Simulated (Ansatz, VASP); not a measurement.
**Two plane-wave programs on ScTeI4**

File INCAR:

```
ALGO = Normal ; EDIFF = 1E-6
EDIFFG = -0.04 ; ENCUT = 600
GGA = PE ; IBRION = 2
ISIF = 3 ; ISMEAR = 0
LASPH = T ; LCHARG = F
LREAL = F ; LWAVE = F
NELM = 80 ; NSW = 90
PREC = Accurate ; SIGMA = 0.1
```

Contents of KPOINTS:

```
k-points
0
Gamma
  3 3 4
```

Contents of POSCAR:

```
ScTeI4
1.0
    6.3947193350      0.0000000000      0.0000000000
   -3.1973596675      5.5379893941      0.0000000000
    0.0000000000      0.0000000000      6.0051638215
Sc Te I
1 1 4
Direct
    0.0000000000      0.0000000000      0.5000000000
    0.0000000000      0.0000000000      0.0000000000
    0.3333333333      0.6666666667      0.7489926743
    0.3333333333      0.6666666667      0.2510073257
    0.6666666667      0.3333333333      0.7489926743
    0.6666666667      0.3333333333      0.2510073257
```

Input for Ansatz:

```yaml
crystal:
  lattice:
    - [6.394719335, 0.0, 0.0]
    - [-3.1973596675, 5.5379893941, 0.0]
    - [0.0, 0.0, 6.0051638215]
  atoms:
    - { symbol: Sc, position: [0.0, 0.0, 0.5] }
    - { symbol: Te, position: [0.0, 0.0, 0.0] }
    - { symbol: I, position: [0.3333333333, 0.6666666667, 0.7489926743] }
    - { symbol: I, position: [0.3333333333, 0.6666666667, 0.2510073257] }
    - { symbol: I, position: [0.6666666667, 0.3333333333, 0.7489926743] }
    - { symbol: I, position: [0.6666666667, 0.3333333333, 0.2510073257] }
basis:
  ecutwfc: 420
kpoints:
  mp_grid: { grid: [3, 3, 4] }
hamiltonian:
  xc: pbe
scf:
  occupations: { method: gaussian, width: 0.1 }
  lower_state_search: "off"
output:
  forces: true
  stress: true
  eigenvalues: true
relax:
  adjacent_minimum: "off"
  f_tol: 0.04
  max_steps: 70
  cell: { stress_tol: 0.4 }
```

Change from the starting cell: species swapped into the TiB4Mo type (P6/mmm, No. 191).

Alike in both runs: task relaxation of cell and atoms; functional PBE; k mesh 3 × 3 × 4; occupations gaussian, width 0.1 eV; no spin polarisation.

|  | VASP | Ansatz |
| --- | --- | --- |
| version | VASP 6.6.1 | Ansatz 0.2.0 |
| potentials or method | VASP PAW PBE potentials, release 64 (Sc_sv, Te, I), cutoff 600 eV | scalar-relativistic, plane waves, PAW |
| valence electrons in the cell | 45 | 95 |

Ansatz gave:

```
gap on the k mesh at the Fermi level, each at its own relaxed structure (eV) : none
relaxed volume (Å³/atom)                                                     : 41.76
relaxed length of the cell vector where the two differ most in proportion (Å)              : 7.080
```

Problem. Estimate VASP's values.

Solution. gap on the k mesh at the Fermi level, each at its own relaxed structure (eV): none; relaxed volume (Å³/atom): 41.85; relaxed length of the cell vector where the two differ most in proportion (Å): 7.088.

A gap of «none» marks a metal or a gap that the smearing closes. VASP's potentials hold 45 valence electrons a cell and Ansatz's 95, so a difference there can come from the potentials and not from the codes.

The k mesh is coarse, so the values compare programs but aren't converged. Spin-orbit coupling is off throughout. Noted on VASP's run: the volume moved by over 15 % at a fixed basis, so the end points are rough.
